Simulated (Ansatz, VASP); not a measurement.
# Mg6F in VASP and in Ansatz

Contents of INCAR:

```
PREC = Accurate
ENCUT = 520
EDIFF = 1E-7
ISMEAR = 0
SIGMA = 0.1
LREAL = False
LASPH = True
NELM = 60
ALGO = Normal
ISIF = 2
LWAVE = False
LCHARG = False
LDIPOL = True
IDIPOL = 3
DIPOL = 0.5 0.5 0.326
GGA = PE
NBANDS = 18
```

KPOINTS

```
Automatic mesh
0
Gamma
  9 4 1
```

POSCAR

```
Mg6F
1.0
    3.2034417932      0.0000000000      0.0000000000
   -1.6017208966      7.8153198520      0.0000000000
    0.0000000000      0.0000000000     20.9851131634
Mg F
6 1
Direct
    0.8493879956      0.6987759913      0.1906113143
    0.5210014932      0.0420029864      0.2197581863
    0.1926149907      0.3852299814      0.2489050583
    0.3710660944      0.7414803149      0.3283003664
    0.0426232582      0.0834482649      0.3542380799
    0.7128162912      0.4251093731      0.3805132287
    0.7128162912      0.6751093731      0.5582582792
```

Input for Ansatz:

```yaml
crystal:
  lattice:
    - [3.2034417932, 0.0, 0.0]
    - [-1.6017208966, 7.815319852, 0.0]
    - [0.0, 0.0, 20.9851131634]
  atoms:
    - { symbol: Mg, position: [0.8493879956, 0.6987759913, 0.1906113143] }
    - { symbol: Mg, position: [0.5210014932, 0.0420029864, 0.2197581863] }
    - { symbol: Mg, position: [0.1926149907, 0.3852299814, 0.2489050583] }
    - { symbol: Mg, position: [0.3710660944, 0.7414803149, 0.3283003664] }
    - { symbol: Mg, position: [0.0426232582, 0.0834482649, 0.3542380799] }
    - { symbol: Mg, position: [0.7128162912, 0.4251093731, 0.3805132287] }
    - { symbol: F, position: [0.7128162912, 0.6751093731, 0.5582582792] }
basis:
  ecutwfc: 420
kpoints:
  mp_grid: { grid: [9, 4, 1] }
hamiltonian:
  xc: pbe
scf:
  occupations: { method: gaussian, width: 0.1 }
output:
  forces: true
  eigenvalues: true
efield:
  axis: 3
  dipole_correction: true
  ramp_width: 0.04
```

Alike in both runs: task single point; functional PBE; k mesh 9 × 4 × 1; occupations gaussian, width 0.1 eV; no spin polarisation.

|  | VASP | Ansatz |
| --- | --- | --- |
| version | VASP 6.6.1 | Ansatz 0.2.0 |
| potentials or method | VASP PAW PBE potentials, release 64 (Mg, F), cutoff 520 eV | scalar-relativistic, plane waves, PAW |
| valence electrons in the cell | 19 | 67 |

```tsv
	VASP	Ansatz	Ansatz less VASP
gap on the k mesh at the Fermi level (eV)	none	none	-
rms of the force components (eV/Å)	0.144	0.146	+0.0012
```

Atom by atom the forces differ by 0.003 eV/Å (rms over components). A gap of «none» marks a metal or a gap that the smearing closes. VASP's potentials hold 19 valence electrons a cell and Ansatz's 67, so a difference there can come from the potentials and not from the codes.
